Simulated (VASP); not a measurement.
# Ti: single point with PBEsol

The system is Ti.

```
Ti
1.0
     0.00000    1.99955    1.96910
     1.99955    0.00000    1.96910
     1.99955    1.99955    0.00000
Ti
1
Cartesian
  0.0000 0.0000 0.0000
```

This cell differs from its parent crystal: strain -0.015 along x and y, -0.030 along z.

```json
{
  "Program": "VASP 6.6.1",
  "Task": "single point",
  "Functional": "PBEsol",
  "Potentials or basis": "VASP PAW PBE potentials, release 64 (Ti_sv)",
  "Cutoff": "520 eV",
  "k mesh": "10 × 10 × 10",
  "Occupations": "gaussian, width 0.15 eV",
  "Spin": "no spin polarisation"
}
```

```yaml
Pressure: 6.9 GPa
Band_gap_on_the_k_mesh: zero (band 6 reaches 10.06 eV, above the bottom of band 7 at 8.87 eV)
```

Stress tensor (GPa, compression positive):
```
6.67 0.00 0.00
0.00 6.67 0.00
0.00 0.00 7.41
```

Levels at points of the mesh, in eV from the Fermi level:
```csv
k point,band 2,band 3,band 4,band 5,band 6,band 7,band 8,band 9,band 10,band 11
"(0.00, 0.00, 0.00)",-32.14,-32.14,-32.14,-6.32,0.89,0.89,1.02,2.71,2.87,15.81
"(0.50, 0.00, 0.00)",-33.07,-32.27,-32.24,-2.83,0.70,0.86,0.92,4.00,4.07,9.26
"(0.50, 0.50, 0.00)",-33.00,-32.48,-32.48,-2.95,-2.03,3.53,4.01,4.37,4.37,11.95
"(0.50, 0.00, 0.50)",-33.00,-32.47,-32.44,-2.95,-1.99,3.23,4.02,4.31,4.42,11.66
```

Run time: 7.4 s on 1 thread of Intel Xeon 6975P-C (shared host), peak memory 0.15 GiB.

Caveat: the cell differs from its parent crystal (strain -0.015 along x and y, -0.030 along z); the PAW data sets were made with another functional, which shifts forces and pressure a little.
